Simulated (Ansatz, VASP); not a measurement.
TePb: VASP beside Ansatz

```
Pb Te
1.0
     0.00000    3.16980    3.16980
     3.16980    0.00000    3.16980
     3.16980    3.16980    0.00000
Pb Te
1 1
Direct
  0.00000 0.00000 0.00000
  0.50000 0.50000 0.50000
```

Change from the starting cell: hydrostatic strain -3.0%.

Alike in both runs: task single point; functional r2SCAN; k mesh 8 × 8 × 8; occupations fermi-dirac, width 0.02 eV; non-collinear spin, spin-orbit coupling.

|  | VASP | Ansatz |
| --- | --- | --- |
| version | VASP 6.6.1 | Ansatz 0.2.0 |
| potentials or method | VASP PAW PBE potentials, release 64 (Pb_d, Te) | plane waves, PAW |
| plane-wave cutoff (eV) | 520 | 500 |
| valence electrons in the cell | 20 | 30 |

|  | VASP | Ansatz | Ansatz less VASP |
| --- | --- | --- | --- |
| pressure (GPa) | 4.5 | 4.2 | -0.24 |
| net moment per atom (μB) | 0.00 | 0.00 | 0.000 |

VASP's potentials were made for PBE, not for r2SCAN. VASP's potentials hold 20 valence electrons a cell and Ansatz's 30, so a difference there can come from the potentials and not from the codes.
